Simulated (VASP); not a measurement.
# Ag (I4/mmm) in VASP: single point with PBEsol

Aim: the single point of Ag with PBEsol.

Everything below comes from runs of VASP 6.6.1. Logs are shortened: lines on timing, memory, paths and dates and some standing lists are left out, and cuts for length are marked.

### 1 The cell of the first run

The structure is tetragonal, space group I4/mmm (No. 139). Conventional cell: a = 3.357 Å, b = 3.357 Å, c = 3.222 Å, α = 90.00°, β = 90.00°, γ = 90.00°. Within 3.8 Å of Ag (site symmetry 4/mmm) lie 14 Ag at 2.87 to 3.36 Å.

### 2 Single point, PBEsol

Contents of INCAR:

```
PREC = Accurate
ENCUT = 520
EDIFF = 1E-6
ISMEAR = 0
SIGMA = 0.15
LREAL = False
LASPH = True
NELM = 80
ALGO = Fast
ISIF = 2
LWAVE = False
LCHARG = False
GGA = PS
NBANDS = 12
```

Contents of KPOINTS:

```
Automatic mesh
0
Gamma
  22 22 22
```

Contents of POSCAR:

```
Ag
1.0
   -1.6783370105      1.6783370105      1.6112035300
    1.6783370105     -1.6783370105      1.6112035300
    1.6783370105      1.6783370105     -1.6112035300
Ag
1
Direct
    0.0000000000      0.0000000000      0.0000000000
```

Potentials or basis: VASP PAW PBE potentials, release 64 (Ag).

Run with:

```sh
$ cat potpaw_PBE.64/Ag/POTCAR > POTCAR
$ mpirun -np 1 vasp_std > vasp.out
```

OUTCAR:

```text
PREC = Accurate
   ENCUT = 520
   EDIFF = 1E-6
   ISMEAR = 0
   LREAL = False
   LASPH = True
   NELM = 80
   ISIF = 2
   GGA = PS

 ion  position               nearest neighbor table
   1  0.000  0.000  0.000-

  LATTYP: Found a body centered tetragonal cell.
 ALAT       =     3.3566740210
 C/A-ratio  =     0.9600000000

  Lattice vectors:

 A1 = (  -1.6783370105,   1.6783370105,   1.6112035300)
 A2 = (   1.6783370105,  -1.6783370105,   1.6112035300)
 A3 = (   1.6783370105,   1.6783370105,  -1.6112035300)

Analysis of symmetry for initial positions (statically):
=====================================================================
 Subroutine PRICEL returns:
 Original cell was already a primitive cell.

 Routine SETGRP: Setting up the symmetry group for a
 body centered tetragonal supercell.

 Subroutine GETGRP returns: Found 16 space group operations
 (whereof 16 operations were pure point group operations)
 out of a pool of 16 trial point group operations.

The static configuration has the point symmetry D_4h.

Analysis of symmetry for dynamics (positions and initial velocities):
=====================================================================
 Subroutine PRICEL returns:
 Original cell was already a primitive cell.

 Routine SETGRP: Setting up the symmetry group for a
 body centered tetragonal supercell.

 Subroutine GETGRP returns: Found 16 space group operations
 (whereof 16 operations were pure point group operations)
 out of a pool of 16 trial point group operations.

The dynamic configuration has the point symmetry D_4h.

 Subroutine INISYM returns: Found 16 space group operations
 (whereof 16 operations are pure point group operations),
 and found     1 'primitive' translations

----------------------------------------------------------------------------------------

                                     Primitive cell

  volume of cell :      18.1538

  direct lattice vectors                    reciprocal lattice vectors
    -1.678337010  1.678337010  1.611203530     0.000000000  0.297913945  0.310327026
     1.678337010 -1.678337010  1.611203530     0.297913945  0.000000000  0.310327026
     1.678337010  1.678337010 -1.611203530     0.297913945  0.297913945  0.000000000

  length of vectors
     2.868729171  2.868729171  2.868729171     0.430180871  0.430180871  0.421313942

  position of ions in fractional coordinates (direct lattice)
     0.000000000  0.000000000  0.000000000

  ion indices of the primitive-cell ions
   primitive index   ion index
                 1           1

----------------------------------------------------------------------------------------

 KPOINTS: Automatic mesh

Automatic generation of k-mesh.
 Grid dimensions read from file:
 generate k-points for:   22   22   22

 Generating k-lattice:

  Cartesian coordinates                     Fractional coordinates (reciprocal lattice)
     0.000000000  0.013541543  0.014105774     0.045454545  0.000000000 -0.000000000
     0.013541543  0.000000000  0.014105774     0.000000000  0.045454545 -0.000000000
     0.013541543  0.013541543  0.000000000     0.000000000  0.000000000  0.045454545

  Length of vectors
     0.019553676  0.019553676  0.019150634

  Shift w.r.t. Gamma in fractional coordinates (k-lattice)
     0.000000000  0.000000000  0.000000000

 Subroutine IBZKPT returns following result:
 ===========================================

 Found    834 irreducible k-points:

 Following reciprocal coordinates:
            Coordinates               Weight
  0.000000  0.000000  0.000000      1.000000
  0.045455  0.000000  0.000000      8.000000
  0.090909  0.000000  0.000000      8.000000
  0.136364  0.000000  0.000000      8.000000
  0.181818  0.000000  0.000000      8.000000
  0.227273  0.000000  0.000000      8.000000
[... 16 lines left out ...]
  0.500000  0.045455  0.000000     16.000000
 -0.454545  0.045455  0.000000     16.000000
 [... further k-points ...]
   k-points           NKPTS =    834   k-points in BZ     NKDIM =    834   number of bands    NBANDS=     12
   number of dos      NEDOS =    301   number of ions     NIONS =      1
   total plane-waves  NPLWV =  13824
   dimension x,y,z NGX =    24 NGY =   24 NGZ =   24
   dimension x,y,z NGXF=    48 NGYF=   48 NGZF=   48
   ions per type =               1
   NGX,Y,Z   is equivalent  to a cutoff of  13.91, 13.91, 13.91 a.u.
   NGXF,Y,Z  is equivalent  to a cutoff of  27.82, 27.82, 27.82 a.u.
 SYSTEM =  unknown system
   PREC   = accura    normal or accurate (medium, high low for compatibility)
   ISTART =      0    job   : 0-new  1-cont  2-samecut
   ICHARG =      2    charge: 1-file 2-atom 10-const
   ISPIN  =      1    spin polarized calculation?
   LNONCOLLINEAR =      F non collinear calculations
   LSORBIT =      F    spin-orbit coupling
   LASPH  =      T    aspherical Exc in radial PAW
   ENCUT  =  520.0 eV  38.22 Ry    6.18 a.u.   5.33  5.33  5.33*2*pi/ulx,y,z
   NELM   =     80;   NELMIN=  2; NELMDL= -5     # of ELM steps
   EDIFF  = 0.1E-05   stopping-criterion for ELM
   LREAL  =      F    real-space projection
   EDIFFG = 0.1E-04   stopping-criterion for IOM
   NSW    =      0    number of steps for IOM
   IBRION =     -1    ionic relax: 0-MD 1-quasi-New 2-CG
   NFREE  =      0    steps in history (QN), initial steepest desc. (CG)
   ISIF   =      2    stress and relaxation
   ISYM   =      2    0-nonsym 1-usesym 2-fastsym
   POTIM  = 0.5000    time-step for ionic-motion
   TEBEG  =    0.0;   TEEND  =   0.0 temperature during run
   PSTRESS=    0.0 pullay stress
   NELECT =      11.0000    total number of electrons
   NUPDOWN=      -1.0000    fix difference up-down
   EMIN   =  10.00;   EMAX   =-10.00  energy-range for DOS
   EFERMI =   0.00;   METHOD = LEGACY
   ISMEAR =     0;   SIGMA  =   0.15  broadening in eV -4-tet -1-fermi 0-gaus
   EFERMI_NEDOS =   21; number of points for ismear=-14 and -15
   IALGO  =     68    algorithm
   IMIX   =      4    mixing-type and parameters
     AMIX     =   0.40;   BMIX     =  1.00
     AMIX_MAG =   1.60;   BMIX_MAG =  1.00
  volume/ion in A,a.u.               =      18.15       122.51
  Fermi-wavevector in a.u.,A,eV,Ry     =   1.385318  2.617871 26.111022  1.919106
  Thomas-Fermi vector in A             =   2.509739
   LORBIT       =      0    0 simple, 1 ext, 2 COOP (PROOUT), +10 PAW based schemes
   GGA     = PS    functional components
   LHFCALC =     F    Hartree Fock is set to
   AEXX    =    0.0000 exact exchange contribution
   IVDW    =     0    specifies the selected vdW correction
   LEPSILON=     F    determine dielectric tensor
   LRPA    =     F    only Hartree local field effects (RPA)
 non-spin polarized calculation
 RMM-DIIS sequential band-by-band and
 Gauss-broadening in eV      SIGMA  =   0.15
  energy-cutoff  :      520.00
  volume of cell :       18.15
 maximum number of plane-waves:       505
 NGX is ok and might be reduce to    24
   NGX = 11   NGY = 11   NGZ = 11

 number of electron      11.0000001 magnetization

 Free energy of the ion-electron system (eV)
  ---------------------------------------------------
  ext. energy  EPLUGINS =         0.00000000
  ---------------------------------------------------
  free energy    TOTEN  =        -3.23823507 eV

  energy without entropy =       -3.23430781  energy(sigma->0) =       -3.23627144

 E-fermi :   7.3959     XC(G=0): -12.0409

 val. band max:        7.3832880623   @ k =   0.5000   0.0909   0.0455
 cond. band min:       7.4041860323   @ k =  -0.2727  -0.3182   0.2273
 fundamental gap:      0.0208979700
 Fermi energy:         7.3958628332

 k-point     1 :       0.0000    0.0000    0.0000
  band No.  band energies     occupation
      1       0.0206      2.00000
      2       2.6216      2.00000
      3       2.7976      2.00000
      4       2.7976      2.00000
      5       3.8406      2.00000
      6       4.0395      2.00000
      7      24.8549      0.00000
      8      24.8549      0.00000
      9      25.5893      0.00000
     10      30.1500      0.00000
     11      30.1501      0.00000
     12      30.8375      0.00000

 k-point     2 :       0.0455    0.0000    0.0000
  band No.  band energies     occupation
      1       0.0870      2.00000
      2       2.6297      2.00000
      3       2.7989      2.00000
      4       2.8094      2.00000
      5       3.8402      2.00000
      6       4.0258      2.00000
      7      24.7741      0.00000
      8      24.8922      0.00000
      9      25.4544      0.00000
     10      29.3327      0.00000
     11      29.7133      0.00000
     12      29.9516      0.00000

 k-point     3 :       0.0909    0.0000    0.0000
  band No.  band energies     occupation
      1       0.2819      2.00000
      2       2.6189      2.00000
      3       2.8027      2.00000
      4       2.8800      2.00000
      5       3.8377      2.00000
      6       3.9926      2.00000
      7      24.3815      0.00000
      8      24.9984      0.00000
      9      25.0592      0.00000
     10      28.4067      0.00000
     11      28.7306      0.00000
     12      28.9168      0.00000
[... 286 lines left out ...]
 k-point    23 :       0.5000    0.0455    0.0000
  band No.  band energies     occupation
      1       1.4104      2.00000
      2       1.9795      2.00000
      3       3.9073      2.00000
      4       4.0954      2.00000
      5       4.7745      2.00000
      6       7.5117      0.27496
      7      11.4993      0.00000
      8      20.0775      0.00000
      9      20.8012      0.00000
     10      26.5233      0.00000
     11      27.7014      0.00000
     12      31.5374      0.00000

 k-point    24 :      -0.4545    0.0455    0.0000
  band No.  band energies     occupation
      1       1.4472      2.00000
      2       2.0078      2.00000
      3       3.9108      2.00000
      4       4.0583      2.00000
      5       4.6592      2.00000
      6       6.7260      2.00000
      7      12.5248      0.00000
      8      20.2344      0.00000
      9      21.0490      0.00000
     10      26.4828      0.00000
     11      27.6679      0.00000
     12      31.7800      0.00000

 [... further k-points ...]
[... 5 lines left out ...]
  --------------------------------------------------------------------------------------
  -------------------------------------------------------------------------------------
  Total       -0.8060193     -0.8060193     -0.8706489      0.0000000      0.0000000      0.0000000
  in kB      -71.1356510    -71.1356510    -76.8395632      0.0000000      0.0000000      0.0000000
  external PRESSURE =     -73.0369551 kB  Pullay stress =       0.0000000 kB

 VOLUME and BASIS-vectors are now :
 -----------------------------------------------------------------------------
  energy-cutoff  :      520.00
  volume of cell :       18.15
      direct lattice vectors                 reciprocal lattice vectors
    -1.678337010  1.678337010  1.611203530     0.000000000  0.297913945  0.310327026
     1.678337010 -1.678337010  1.611203530     0.297913945  0.000000000  0.310327026
     1.678337010  1.678337010 -1.611203530     0.297913945  0.297913945  0.000000000

 POSITION                                       TOTAL-FORCE (eV/Angst)
 -----------------------------------------------------------------------------------
      0.00000      0.00000      0.00000         0.000000     -0.000000      0.000000
 -----------------------------------------------------------------------------------
    total drift:                                0.000000      0.000000      0.000000

  FREE ENERGIE OF THE ION-ELECTRON SYSTEM (eV)
  ---------------------------------------------------
  free  energy   TOTEN  =        -3.2382350708 eV

  energy  without entropy=       -3.2343078077  energy(sigma->0) =       -3.23627144
```

Run time: 92 s. Hardware: 1 thread of AMD EPYC 9R45 (Zen 5), shared host; peak memory 0.25 GiB.

What came out:

```yaml
Free_energy: -3.2382 eV
Pressure: -7.3 GPa
Band_gap_on_the_k_mesh: zero (an odd number of electrons rules out a gap without spin polarisation)
```

Caveat: the cell stands under tension; the PAW data sets were made with another functional, which shifts forces and pressure a little.
